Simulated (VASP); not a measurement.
Here is a VASP 6.6.1 calculation.

Contents of INCAR:

```
SYSTEM = NaS3
PREC = Accurate
ENCUT = 520
EDIFF = 1E-6
ISMEAR = 0
SIGMA = 0.1
LREAL = .False.
LASPH = .True.
NELM = 100
ALGO = Normal
ISIF = 2
LWAVE = .False.
LCHARG = .False.
GGA = PE
NBANDS = 20
```

File KPOINTS:

```
regular mesh
0
Gamma
  4 4 4
  0 0 0
```

Contents of POSCAR:

```
NaS3
1.0
    0.0000000000      3.3246329550      3.3246329550
    3.3246329550      0.0000000000      3.3246329550
    3.3246329550      3.3246329550      0.0000000000
Na S
1 3
Direct
    0.0000000000      0.0000000000      0.0000000000
    0.5000000000      0.5000000000      0.5000000000
    0.2500000000      0.2500000000      0.2500000000
    0.7500000000      0.7500000000      0.7500000000
```

Potentials or basis: VASP PAW PBE potentials, release 64 (Na_pv, S).

Run with:

```sh
$ cat potpaw_PBE.64/Na_pv/POTCAR potpaw_PBE.64/S/POTCAR > POTCAR
$ mpirun -np 1 vasp_std > vasp.out
```

(1) What does it give for the pressure?

## Answers

(1) -0.3 GPa.

Caveat: the k points lie up to 0.41 Å⁻¹ apart.
